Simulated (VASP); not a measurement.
# GaAs (I-4m2) in VASP: further runs, part 2 of 2

VASP 6.6.1. Earlier steps stand in the parts before.

## Step 5: Single point, PBE (strain +0.0100 x Voigt [0, 0, 1, 0, 0, 0])

INCAR

```
ALGO     = Normal         # electronic algorithm
EDIFF    = 1E-6           # SCF threshold, eV
ENCUT    = 520            # plane-wave cutoff, eV
GGA      = PE             # functional
ISIF     = 2              # what is computed and relaxed
ISMEAR   = 0              # smearing method
LASPH    = T              # aspherical terms in the spheres
LCHARG   = F              # write CHGCAR
LREAL    = F              # projectors in reciprocal space
LWAVE    = F              # write WAVECAR
NBANDS   = 16             # bands
NELM     = 60             # most SCF steps
PREC     = Accurate       # precision mode
SIGMA    = 0.05           # smearing width, eV
```

KPOINTS

```
k-points
0
Gamma
  10 10 10
```

POSCAR

```
GaAs
1.0
    0.0000000000      2.8268500000      2.8551185000
    2.8268500000      0.0000000000      2.8551185000
    2.8268500000      2.8268500000      0.0000000000
Ga As
1 1
Direct
    0.0000000000      0.0000000000      0.0000000000
    0.7500000000      0.7500000000      0.7500000000
```

Potentials or basis: VASP PAW PBE potentials, release 64 (Ga_d, As).

Launch:

```console
$ cat potpaw_PBE.64/Ga_d/POTCAR potpaw_PBE.64/As/POTCAR > POTCAR
$ mpirun -np 1 vasp_std > vasp.out
```

OUTCAR:

```text
EDIFF = 1E-6
   ENCUT = 520
   GGA = PE
   ISIF = 2
   ISMEAR = 0
   LASPH = T
   LREAL = F
   NELM = 60
   PREC = Accurate

 ion  position               nearest neighbor table
   1  0.000  0.000  0.000-   2 2.46   2 2.46   2 2.46   2 2.46
   2  0.750  0.750  0.750-   1 2.46   1 2.46   1 2.46   1 2.46

  LATTYP: Found a body centered tetragonal cell.
 ALAT       =     3.9977696088
 C/A-ratio  =     1.4283556980

  Lattice vectors:

 A1 = (  -2.8268500000,   0.0000000000,   2.8551185000)
 A2 = (   2.8268500000,   0.0000000000,   2.8551185000)
 A3 = (   0.0000000000,   2.8268500000,  -2.8551185000)

Analysis of symmetry for initial positions (statically):
=====================================================================
 Subroutine PRICEL returns:
 Original cell was already a primitive cell.

 Routine SETGRP: Setting up the symmetry group for a
 body centered tetragonal supercell.

 Subroutine GETGRP returns: Found  8 space group operations
 (whereof  8 operations were pure point group operations)
 out of a pool of 16 trial point group operations.

The static configuration has the point symmetry D_2d.

Analysis of symmetry for dynamics (positions and initial velocities):
[... 159 lines left out ...]

 E-fermi :   4.0946     XC(G=0):  -9.5437

 val. band max:        3.8571943098   @ k =   0.0000   0.0000   0.0000
 cond. band min:       4.2830572601   @ k =   0.0000   0.0000   0.0000
 fundamental gap:      0.4258629503
 Fermi energy:         4.0946058914

 k-point     1 :       0.0000    0.0000    0.0000
  band No.  band energies     occupation
      1     -10.9523      2.00000
      2     -10.9498      2.00000
      3     -10.9498      2.00000
      4     -10.8747      2.00000
      5     -10.8731      2.00000
      6      -8.8162      2.00000
[... 433 lines left out ...]
      3     -10.9138      2.00000
      4     -10.8893      2.00000
      5     -10.8659      2.00000
      6      -7.1237      2.00000
[... 8 lines left out ...]
     15      16.0937      0.00000
     16      16.5633      0.00000

 [... further k-points ...]

------------------------ aborting loop because EDIFF is reached ----------------------------------------

  FORCE on cell =-STRESS in cart. coord.  units (eV):
  Direction    XX          YY          ZZ          XY          YZ          ZX
  --------------------------------------------------------------------------------------
  -------------------------------------------------------------------------------------
  Total        0.8295425      0.8295425      0.6606907      0.0000000     -0.0000000      0.0000000
  in kB       29.1265858     29.1265858     23.1979232      0.0000000     -0.0000000      0.0000000
  external PRESSURE =      27.1503649 kB  Pullay stress =       0.0000000 kB

 VOLUME and BASIS-vectors are now :
 -----------------------------------------------------------------------------
  energy-cutoff  :      520.00
  volume of cell :       45.63
      direct lattice vectors                 reciprocal lattice vectors
     0.000000000  2.826850000  2.855118500    -0.176875321  0.176875321  0.175124080
     2.826850000  0.000000000  2.855118500     0.176875321 -0.176875321  0.175124080
     2.826850000  2.826850000  0.000000000     0.176875321  0.176875321 -0.175124080

 POSITION                                       TOTAL-FORCE (eV/Angst)
 -----------------------------------------------------------------------------------
      0.00000      0.00000      0.00000        -0.000000     -0.000000     -0.000000
      4.24027      4.24027      4.28268         0.000000      0.000000      0.000000
 -----------------------------------------------------------------------------------
    total drift:                               -0.000002     -0.000002     -0.000002

  FREE ENERGIE OF THE ION-ELECTRON SYSTEM (eV)
  ---------------------------------------------------
  free  energy   TOTEN  =        -8.2590661842 eV

  energy  without entropy=       -8.2590661842  energy(sigma->0) =       -8.25906618
```

stdout:

```text
POSCAR found type information on POSCAR GaAs
 POSCAR found :  2 types and       2 ions
 scaLAPACK will be used
 LDA part: xc-table for (Slater+PW92), standard interpolation
 POSCAR, INCAR and KPOINTS ok, starting setup
 FFT: planning ... GRIDC
 FFT: planning ... GRID_SOFT
 FFT: planning ... GRID
 WAVECAR not read
 entering main loop
```

Wall time 56 s (1 thread of Intel Xeon Platinum 8375C at 2.90GHz (Ice Lake), shared host); peak memory 0.22 GiB.

Results:

```
Free energy            : -8.2591 eV
Pressure               : 2.7 GPa
Band gap on the k mesh : 0.43 eV, direct
```

Stress tensor (GPa, compression positive):
```
2.91 0.00 0.00
0.00 2.91 0.00
0.00 0.00 2.32
```

Caveat: the cell differs from its parent crystal (strain +0.0100 x Voigt [0, 0, 1, 0, 0, 0]).

## Step 6: Summary

| cell | gap on the mesh (eV) | pressure (GPa) |
| --- | --- | --- |
| a = 3.938, b = 3.938, c = 3.998 Å, angles 59.5, 59.5, 61.0°, 2 atoms | 0.63 | 6.0 |
| a = 3.958, b = 3.958, c = 3.998 Å, angles 59.7, 59.7, 60.7°, 2 atoms | 0.60 | 5.1 |
| a = 3.978, b = 3.978, c = 3.998 Å, angles 59.8, 59.8, 60.3°, 2 atoms | 0.56 | 4.2 |
| a = 4.018, b = 4.018, c = 3.998 Å, angles 60.2, 60.2, 59.7°, 2 atoms | 0.43 | 2.7 |

Alike in all rows: task single point; level PBE; potentials or basis VASP PAW PBE potentials, release 64 (Ga_d, As); no spin polarisation; k mesh 10 × 10 × 10; cutoff (eV) 520; smearing gaussian 0.05 eV.

Total energies depend on the potentials used, so only differences within one code and one set of settings carry meaning.
